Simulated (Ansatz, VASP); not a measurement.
# Na3TeF in VASP and in Ansatz

Contents of POSCAR:

```
Na3TeF
1.0
    4.7326412623      0.0000000000      0.0000000000
    0.0000000000      4.7326412623      0.0000000000
    0.0000000000      0.0000000000      4.7326412623
Na Te F
3 1 1
Direct
    0.5000000000      0.0000000000      0.0000000000
    0.0000000000      0.5000000000      0.0000000000
    0.0000000000      0.0000000000      0.5000000000
    0.5000000000      0.5000000000      0.5000000000
    0.0000000000      0.0000000000      0.0000000000
```

INCAR.step1

```
SYSTEM = Na3TeF
  PREC = Accurate
  ENCUT = 520
  ISMEAR = 0
  SIGMA = 0.02
  LREAL = .False.
  LASPH = .True.
  NELM = 80
  NBANDS = 25
  GGA = PE
  ALGO = Normal
  EDIFF = 1E-4
  LWAVE = .True.
  LCHARG = .False.
```

Contents of INCAR.step2:

```
SYSTEM = Na3TeF
  PREC = Accurate
  ENCUT = 520
  EDIFF = 1E-6
  ISMEAR = 0
  SIGMA = 0.02
  LREAL = .False.
  LASPH = .True.
  NELM = 80
  ALGO = Normal
  ISIF = 2
  LWAVE = .False.
  LCHARG = .False.
  METAGGA = R2SCAN
  LMIXTAU = .True.
  NBANDS = 25
  ISTART = 1
```

Contents of KPOINTS:

```
regular mesh
0
Gamma
  6 6 6
  0 0 0
```

Input for Ansatz:

```yaml
crystal:
  lattice:
    - [4.7326412623, 0.0, 0.0]
    - [0.0, 4.7326412623, 0.0]
    - [0.0, 0.0, 4.7326412623]
  atoms:
    - { symbol: Na, position: [0.5, 0.0, 0.0] }
    - { symbol: Na, position: [0.0, 0.5, 0.0] }
    - { symbol: Na, position: [0.0, 0.0, 0.5] }
    - { symbol: Te, position: [0.5, 0.5, 0.5] }
    - { symbol: F, position: [0.0, 0.0, 0.0] }
basis:
  ecutwfc: 500
kpoints:
  mp_grid: { grid: [6, 6, 6] }
  band_path:
    path:
      - [[0.0, 0.0, 0.0], [0.0, 0.5, 0.0], [0.5, 0.5, 0.0], [0.0, 0.0, 0.0], [0.5, 0.5, 0.5], [0.0, 0.5, 0.0]]
      - [[0.5, 0.5, 0.5], [0.5, 0.5, 0.0]]
    npoints: 14
hamiltonian:
  xc: r2scan
scf:
  occupations: { method: gaussian, width: 0.02 }
  n_extra_bands: 12
output:
  forces: true
  stress: true
  eigenvalues: true
  populations: true
  dos: { projected: true, de: 0.02, nscf_kmesh: { grid: [9, 9, 9] } }
  bader: true
  write_density: true
  write_potential: true
  elf: true
  volumetric_format: npy
```

Alike in both runs: task single point; functional r2SCAN; k mesh 6 × 6 × 6; occupations gaussian, width 0.02 eV; no spin polarisation.

```csv
,VASP,Ansatz
version,VASP 6.6.1,Ansatz 0.2.0
potentials or method,"VASP PAW PBE potentials, release 64 (Na_pv, Te, F), cutoff 520 eV","scalar-relativistic, plane waves, PAW"
valence electrons in the cell,34,50
```

VASP gave:

```
gap on the k mesh at the Fermi level (eV) : 2.86
least direct gap on the mesh (eV)         : 3.11
pressure (GPa)                            : -1.6
```

Q: Estimate Ansatz's values.

A: gap on the k mesh at the Fermi level (eV): 2.83; least direct gap on the mesh (eV): 3.08; pressure (GPa): -1.2.

VASP's potentials were made for PBE, not for r2SCAN. The functional is the same, so the differences come from potentials, cutoffs and numerics. VASP's potentials hold 34 valence electrons a cell and Ansatz's 50, so a difference there can come from the potentials and not from the codes.

Spin-orbit coupling is off throughout.
